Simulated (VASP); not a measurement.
The system is In2SiS5.

```
In Si S
1.0
     0.00000    4.62741    4.62741
     4.62741    0.00000    4.62741
     4.62741    4.62741    0.00000
In Si S
2 1 5
Direct
  0.00000 0.00000 0.00000
  0.25000 0.25000 0.25000
  0.50000 0.50000 0.50000
  0.75000 0.75000 0.75000
  0.37010 0.37010 0.37010
  0.37010 0.37010 0.88971
  0.37010 0.88971 0.37010
  0.88971 0.37010 0.37010
```

```yaml
Program: VASP 6.6.1
Task: relaxation of cell and atoms
Functional: PBE
Potentials_or_basis: VASP PAW PBE potentials, release 64 (In_d, Si, S)
Cutoff: 600 eV
k_mesh: 2 × 2 × 2
Occupations: gaussian, width 0.15 eV
Spin: no spin polarisation
```

At the start: pressure 32.9 GPa; volume 24.77 Å³/atom.

Q: Where does the relaxation end?

A: Over 11 steps the energy falls by 1342.9 meV/atom and the volume is 35.93 Å³/atom (+45.1 %); space group F-43m (No. 216, to 0.05 Å).

Step by step:
```
step  energy change (eV)  largest force (eV/Å)  pressure (GPa)  volume (Å³)
   1              0.0000               15.1246           32.88       198.17
   2              2.7161               19.4421           16.91       382.63
   3             -8.2093                6.9396            9.36       257.12
   4             -8.5615                6.0345            9.63       250.10
   5             -8.9501                3.7432           10.66       234.59
   6            -10.3971                1.3266           -2.38       310.64
   7            -10.7184                0.4580            0.44       282.62
   8            -10.7184                0.5013            0.31       283.65
   9            -10.7407                0.1557           -0.18       288.76
  10            -10.7409                0.1180           -0.23       289.36
  11            -10.7430                0.0142            0.02       287.46
```

Final structure:
```
CELL_PARAMETERS angstrom
0.00000 5.23821 5.23821
5.23821 0.00000 5.23821
5.23821 5.23821 0.00000
ATOMIC_POSITIONS crystal
In 0.00000 0.00000 0.00000
In 0.25000 0.25000 0.25000
Si 0.50000 0.50000 0.50000
S 0.75000 0.75000 0.75000
S 0.38412 0.38412 0.38412
S 0.38412 0.38412 0.84765
S 0.38412 0.84765 0.38412
S 0.84765 0.38412 0.38412
```

Caveat: the k points lie up to 0.52 Å⁻¹ apart in the final cell; the volume moved by over 15 % at a fixed basis, so the end points are rough; the relaxation stopped at a loose force limit of 0.08 eV/Å, so its end isn't a converged minimum.
